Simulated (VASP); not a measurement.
Set up this calculation in VASP 6.6.1, as the native input.

```
Task                   : single point
Functional             : PBE
Potentials or basis    : VASP PAW PBE potentials, release 64 (Rb_sv)
Cutoff                 : 520 eV
k mesh                 : 8 × 8 × 8
Occupations            : fermi-dirac, width 0.03 eV
Spin                   : no spin polarisation
Dipole correction      : no
Further INCAR settings : ALGO = Normal; EDIFF = 1e-06; NBANDS = 10
```

The structure of Rb lies in POSCAR:

```
Rb
1.0
   -2.8359049291      2.8359049291      2.8359049291
    2.8359049291     -2.8359049291      2.8359049291
    2.8359049291      2.8359049291     -2.8359049291
Rb
1
Direct
    0.0000000000      0.0000000000      0.0000000000
```

These files were run (other wordings do the same):

INCAR

```
PREC = Accurate
ENCUT = 520
EDIFF = 1E-6
ISMEAR = -1
SIGMA = 0.03
LREAL = False
LASPH = True
NELM = 60
ALGO = Normal
ISIF = 2
LWAVE = False
LCHARG = False
GGA = PE
NBANDS = 10
```

KPOINTS

```
Automatic mesh
0
Gamma
  8 8 8
```

Potentials or basis: VASP PAW PBE potentials, release 64 (Rb_sv).

Run with:

```bash
$ cat potpaw_PBE.64/Rb_sv/POTCAR > POTCAR
$ mpirun -np 1 vasp_std > vasp.out
```

Results of the run:

```json
{
  "Pressure": "0.0 GPa"
}
```

Run time: 11 s on 1 thread of Intel(R) Xeon(R) Platinum 8559C (Emerald Rapids), on a shared host, peak memory 0.23 GiB.
